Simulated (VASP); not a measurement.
# Rh (C2/m) in VASP: single point with r2SCAN

Aim: the single point of Rh with r2SCAN.

Everything below comes from runs of VASP 6.6.1. Logs are shortened: lines on timing, memory, paths and dates and some standing lists are left out, and cuts for length are marked.

## Step 1: The cell of the first run

The structure is monoclinic, space group C2/m (No. 12). The conventional cell has a = 4.730 Å, b = 2.731 Å, c = 4.428 Å, α = 90.00°, β = 90.00°, γ = 90.00°. Within 3.2 Å of Rh (site symmetry m) lie 12 Rh at 2.39 to 3.01 Å.

## Step 2: Single point, r2SCAN (atom 1 (Rh) moved by (-0.150, -0.300) A along y and z)

Input file POSCAR:

```
Rh
1.0
    2.7309790422      0.0000000000      0.0000000000
   -1.3654895211      2.3650972278      0.0000000000
    0.0000000000      0.0000000000      4.4284890000
Rh
2
Direct
    0.6349554968      0.2699109936      0.6822568036
    0.3333333333      0.6666666667      0.2500000000
```

Input file INCAR.step1:

```
SYSTEM = Rh
PREC = Accurate
ENCUT = 520
ISMEAR = 0
SIGMA = 0.15
LREAL = .False.
LASPH = .True.
NELM = 80
NBANDS = 22
GGA = PE
ALGO = Normal
EDIFF = 1E-4
LWAVE = .True.
LCHARG = .False.
```

Input file INCAR.step2:

```
SYSTEM = Rh
PREC = Accurate
ENCUT = 520
EDIFF = 1E-7
ISMEAR = 0
SIGMA = 0.15
LREAL = .False.
LASPH = .True.
NELM = 80
ALGO = Normal
ISIF = 2
LWAVE = .False.
LCHARG = .True.
METAGGA = R2SCAN
LMIXTAU = .True.
LELF = .True.
LVHAR = .True.
NBANDS = 22
ISTART = 1
```

Input file KPOINTS:

```
Automatic mesh
0
Gamma
  18 18 12
  0 0 0
```

Potentials or basis: VASP PAW PBE potentials, release 64 (Rh_pv).

Run with:

```bash
$ cat potpaw_PBE.64/Rh_pv/POTCAR > POTCAR
$ cp INCAR.step1 INCAR
$ mpirun -np 1 vasp_std > vasp.out
$ cp INCAR.step2 INCAR
$ mpirun -np 1 vasp_std > vasp.out
```

OUTCAR:

```text
SYSTEM = Rh
   PREC = Accurate
   ENCUT = 520
   EDIFF = 1E-7
   ISMEAR = 0
   LREAL = .False.
   LASPH = .True.
   NELM = 80
   ISIF = 2
   METAGGA = R2SCAN
   ISTART = 1

 ion  position               nearest neighbor table
   1  0.635  0.270  0.682-   2 2.39   2 2.53   2 2.53   2 2.89   2 3.01   2 3.01
   2  0.333  0.667  0.250-   1 2.39   1 2.53   1 2.53   1 2.89   1 3.01   1 3.01

  LATTYP: Found a hexagonal cell.
 ALAT       =     2.7309790422
 C/A-ratio  =     1.6215756077

  Lattice vectors:

 A1 = (   2.7309790422,   0.0000000000,   0.0000000000)
 A2 = (  -1.3654895211,   2.3650972278,   0.0000000000)
 A3 = (   0.0000000000,   0.0000000000,   4.4284890000)

Analysis of symmetry for initial positions (statically):
=====================================================================
 Subroutine PRICEL returns:
 Original cell was already a primitive cell.

 Routine SETGRP: Setting up the symmetry group for a
 hexagonal supercell.

 Subroutine GETGRP returns: Found  4 space group operations
 (whereof  2 operations were pure point group operations)
 out of a pool of 24 trial point group operations.

The static configuration has the point symmetry C_1h.
 The point group associated with its full space group is C_2h.

Analysis of symmetry for dynamics (positions and initial velocities):
=====================================================================
 Subroutine PRICEL returns:
 Original cell was already a primitive cell.

 Routine SETGRP: Setting up the symmetry group for a
 hexagonal supercell.

 Subroutine GETGRP returns: Found  4 space group operations
 (whereof  2 operations were pure point group operations)
 out of a pool of 24 trial point group operations.

The dynamic configuration has the point symmetry C_1h.
 The point group associated with its full space group is C_2h.

 Subroutine INISYM returns: Found  4 space group operations
 (whereof  2 operations are pure point group operations),
 and found     1 'primitive' translations

----------------------------------------------------------------------------------------

                                     Primitive cell

  volume of cell :      28.6037

  direct lattice vectors                    reciprocal lattice vectors
     2.730979042  0.000000000  0.000000000     0.366169049  0.211407799  0.000000000
[... 74 lines left out ...]
   NGX,Y,Z   is equivalent  to a cutoff of  12.17, 12.17, 13.51 a.u.
   NGXF,Y,Z  is equivalent  to a cutoff of  24.35, 24.35, 27.03 a.u.
 SYSTEM =  Rh
   PREC   = accura    normal or accurate (medium, high low for compatibility)
   ISTART =      1    job   : 0-new  1-cont  2-samecut
   ICHARG =      0    charge: 1-file 2-atom 10-const
   ISPIN  =      1    spin polarized calculation?
   LNONCOLLINEAR =      F non collinear calculations
   LSORBIT =      F    spin-orbit coupling
   LASPH  =      T    aspherical Exc in radial PAW
   ENCUT  =  520.0 eV  38.22 Ry    6.18 a.u.   5.08  5.08  8.23*2*pi/ulx,y,z
   NELM   =     80;   NELMIN=  2; NELMDL=  0     # of ELM steps
   EDIFF  = 0.1E-06   stopping-criterion for ELM
   LREAL  =      F    real-space projection
   EDIFFG = 0.1E-05   stopping-criterion for IOM
   NSW    =      0    number of steps for IOM
   IBRION =     -1    ionic relax: 0-MD 1-quasi-New 2-CG
   NFREE  =      0    steps in history (QN), initial steepest desc. (CG)
   ISIF   =      2    stress and relaxation
   ISYM   =      2    0-nonsym 1-usesym 2-fastsym
   POTIM  = 0.5000    time-step for ionic-motion
   TEBEG  =    0.0;   TEEND  =   0.0 temperature during run
   PSTRESS=    0.0 pullay stress
   NELECT =      30.0000    total number of electrons
   NUPDOWN=      -1.0000    fix difference up-down
   EMIN   =  10.00;   EMAX   =-10.00  energy-range for DOS
   EFERMI =   0.00;   METHOD = LEGACY
   ISMEAR =     0;   SIGMA  =   0.15  broadening in eV -4-tet -1-fermi 0-gaus
   EFERMI_NEDOS =   21; number of points for ismear=-14 and -15
   IALGO  =     38    algorithm
   IMIX   =      4    mixing-type and parameters
     AMIX     =   0.40;   BMIX     =  1.00
     AMIX_MAG =   1.60;   BMIX_MAG =  1.00
  volume/ion in A,a.u.               =      14.30        96.51
  Fermi-wavevector in a.u.,A,eV,Ry     =   1.663314  3.143208 37.642066  2.766614
  Thomas-Fermi vector in A             =   2.750053
   LORBIT       =      0    0 simple, 1 ext, 2 COOP (PROOUT), +10 PAW based schemes
   METAGGA = R2SCAN    functional components
   LHFCALC =     F    Hartree Fock is set to
   AEXX    =    0.0000 exact exchange contribution
   IVDW    =     0    specifies the selected vdW correction
   LEPSILON=     F    determine dielectric tensor
   LRPA    =     F    only Hartree local field effects (RPA)
 non-spin polarized calculation
 Gauss-broadening in eV      SIGMA  =   0.15
  energy-cutoff  :      520.00
  volume of cell :       28.60
 maximum number of plane-waves:       785
   NGX = 11   NGY = 11   NGZ = 17

 number of electron      30.0000008 magnetization

 Free energy of the ion-electron system (eV)
  ---------------------------------------------------
  ext. energy  EPLUGINS =         0.00000000
  ---------------------------------------------------
  free energy    TOTEN  =       -47.69418507 eV

  energy without entropy =      -47.65910798  energy(sigma->0) =      -47.67664653

 E-fermi :  11.2261     XC(G=0): -14.8465

 val. band max:       11.2255450585   @ k =   0.2778   0.2222   0.4167
 cond. band min:      11.2282981068   @ k =   0.3889   0.0556   0.2500
 fundamental gap:      0.0027530483
 Fermi energy:        11.2261334242

 k-point     1 :       0.0000    0.0000    0.0000
  band No.  band energies     occupation
      1     -37.5989      2.00000
      2     -36.8637      2.00000
      3     -36.7615      2.00000
      4     -36.6627      2.00000
      5     -36.6559      2.00000
      6     -36.6278      2.00000
[... 589 lines left out ...]
     21      28.5895      0.00000
     22      28.5901      0.00000

 [... further k-points ...]
[... 5 lines left out ...]
  --------------------------------------------------------------------------------------
  -------------------------------------------------------------------------------------
  Total       -0.2289872      1.1642327      1.8835203      0.0000000      1.3995488      0.0000000
  in kB      -12.8262246     65.2119900    105.5013330      0.0000000     78.3927144      0.0000000
  external PRESSURE =      52.6290328 kB  Pullay stress =       0.0000000 kB

 VOLUME and BASIS-vectors are now :
 -----------------------------------------------------------------------------
  energy-cutoff  :      520.00
  volume of cell :       28.60
      direct lattice vectors                 reciprocal lattice vectors
     2.730979042  0.000000000  0.000000000     0.366169049  0.211407799  0.000000000
    -1.365489521  2.365097228  0.000000000     0.000000000  0.422815599  0.000000000
     0.000000000  0.000000000  4.428489000     0.000000000  0.000000000  0.225810655

 POSITION                                       TOTAL-FORCE (eV/Angst)
 -----------------------------------------------------------------------------------
      1.36549      0.63837      3.02137         0.000000      0.853759      3.114683
     -0.00000      1.57673      1.10712         0.000000     -0.853759     -3.114683
 -----------------------------------------------------------------------------------
    total drift:                               -0.000000      0.000004      0.000019

  FREE ENERGIE OF THE ION-ELECTRON SYSTEM (eV)
  ---------------------------------------------------
  free  energy   TOTEN  =       -47.6941850745 eV

  energy  without entropy=      -47.6591079842  energy(sigma->0) =      -47.67664653
```

OUTCAR.step1:

```text
SYSTEM = Rh
   PREC = Accurate
   ENCUT = 520
   ISMEAR = 0
   LREAL = .False.
   LASPH = .True.
[... 824 lines left out ...]
      1.36549      0.63837      3.02137         0.000000      0.873135      3.301053
     -0.00000      1.57673      1.10712        -0.000000     -0.873135     -3.301053
 -----------------------------------------------------------------------------------
    total drift:                               -0.000000      0.000003      0.000018

  FREE ENERGIE OF THE ION-ELECTRON SYSTEM (eV)
  ---------------------------------------------------
  free  energy   TOTEN  =       -13.9453089144 eV

  energy  without entropy=      -13.9084460718  energy(sigma->0) =      -13.92687749
```

It took 46 min on 1 thread of Oxide Virtual Turin-like, shared host; peak memory 0.52 GiB.

What came out:

- Free energy: -47.6942 eV
- Pressure: 5.3 GPa
- Largest force: 3.230 eV/Å
- Band gap on the k mesh: zero (bands 15 and 16 overlap by 2.05 eV)

Forces in eV/Å, atoms in the order of the input:
```
Rh   0.000  0.854  3.115
Rh   0.000 -0.854 -3.115
```

Caveat: the cell differs from its parent crystal (atom 1 (Rh) moved by (-0.150, -0.300) A along y and z); the cell stands under pressure; the PAW data sets were made with another functional, which shifts forces and pressure a little.
